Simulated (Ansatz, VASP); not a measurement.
**Two plane-wave programs on AlN**

```
CELL_PARAMETERS angstrom
0.00000 2.03452 2.03452
2.03452 0.00000 2.03452
2.03452 2.03452 0.00000
ATOMIC_POSITIONS crystal
Al 0.50000 0.50000 0.50000
N 0.00000 0.00000 0.00000
```

Alike in both runs: task single point; functional PBEsol; k mesh 8 × 8 × 8; occupations gaussian, width 0.1 eV; no spin polarisation.

|  | VASP | Ansatz |
| --- | --- | --- |
| version | VASP 6.6.1 | Ansatz 0.2.0 |
| potentials or method | VASP PAW PBE potentials, release 64 (Al, N), cutoff 600 eV | scalar-relativistic, plane waves, PAW |
| valence electrons in the cell | 8 | 8 |

```csv
,VASP,Ansatz,Ansatz less VASP
gap on the k mesh at the Fermi level (eV),4.37,4.38,+0.005
least direct gap on the mesh (eV),5.40,5.38,-0.019
pressure (GPa),-4.7,-4.5,+0.25
```

VASP's potentials were made for PBE, not for PBEsol.
